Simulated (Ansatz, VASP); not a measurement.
**MgAlPS4 in VASP and in Ansatz**

```
Mg Al P S
1.0
    -3.10323    3.10323    4.38863
     3.10323   -3.10323    4.38863
     3.10323    3.10323   -4.38863
Mg Al P S
1 1 1 4
Direct
  0.50000 0.50000 0.00000
  0.00000 0.00000 0.00000
  0.25000 0.75000 0.50000
  0.12204 0.36695 0.29921
  0.17717 0.87796 0.24492
  0.63305 0.93225 0.75508
  0.06775 0.82283 0.70079
```

Alike in both runs: task single point; functional PBE; k mesh 4 × 4 × 4; occupations gaussian, width 0.1 eV; no spin polarisation.

|  | VASP | Ansatz |
| --- | --- | --- |
| version | VASP 6.6.1 | Ansatz 0.2.0 |
| potentials or method | VASP PAW PBE potentials, release 64 (Mg, Al, P, S), cutoff 520 eV | scalar-relativistic, plane waves, PAW |
| valence electrons in the cell | 34 | 42 |

VASP gave:

```
gap on the k mesh at the Fermi level (eV)                     : 0.16
least direct gap on the mesh (eV)                             : 0.47
pressure (GPa)                                                : 26.4
traceless stress, the component that is largest in VASP (GPa) : -8.52
rms of the force components (eV/Å)                            : 2.618
```

Estimate Ansatz's values.

gap on the k mesh at the Fermi level (eV): 0.15; least direct gap on the mesh (eV): 0.44; pressure (GPa): 26.8; traceless stress, the component that is largest in VASP (GPa): -8.41; rms of the force components (eV/Å): 2.582.

Atom by atom the forces differ by 0.042 eV/Å (rms over components). VASP's potentials hold 34 valence electrons a cell and Ansatz's 42, so a difference there can come from the potentials and not from the codes.
